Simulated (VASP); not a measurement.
## Ir: single point with PBEsol

Ir:

```
CELL_PARAMETERS angstrom
0.00000 1.91560 1.91560
1.91560 0.00000 1.91560
1.91560 1.91560 0.00000
ATOMIC_POSITIONS crystal
Ir 0.00000 0.00000 0.00000
```

| Quantity | Value |
| --- | --- |
| Program | VASP 6.6.1 |
| Task | single point |
| Functional | PBEsol |
| Potentials or basis | VASP PAW PBE potentials, release 64 (Ir_sv_GW) |
| Cutoff | 560 eV |
| k mesh | 13 × 13 × 13 |
| Occupations | fermi-dirac, width 0.05 eV |
| Spin | no spin polarisation |
| Dipole correction | no |
| Further INCAR settings | ALGO = Normal; EDIFF = 1e-06; NBANDS = 14 |

```
Pressure               : -1.9 GPa
Band gap on the k mesh : zero (an odd number of electrons rules out a gap without spin polarisation)
```

Levels at points of the mesh, in eV from the Fermi level:
| k point | band 6 | band 7 | band 8 | band 9 | band 10 | band 11 |
| --- | --- | --- | --- | --- | --- | --- |
| (0.00, 0.00, 0.00) | -3.95 | -3.95 | -3.95 | -1.21 | -1.21 | 13.55 |

Run time: 10 s on 1 thread of Intel(R) Xeon(R) Platinum 8488C (Sapphire Rapids), with other jobs on the host, peak memory 0.16 GiB.

Caveat: the PAW data sets were made with another functional, which shifts forces and pressure a little; spin-orbit coupling is left out, which moves the levels of the heavy elements.
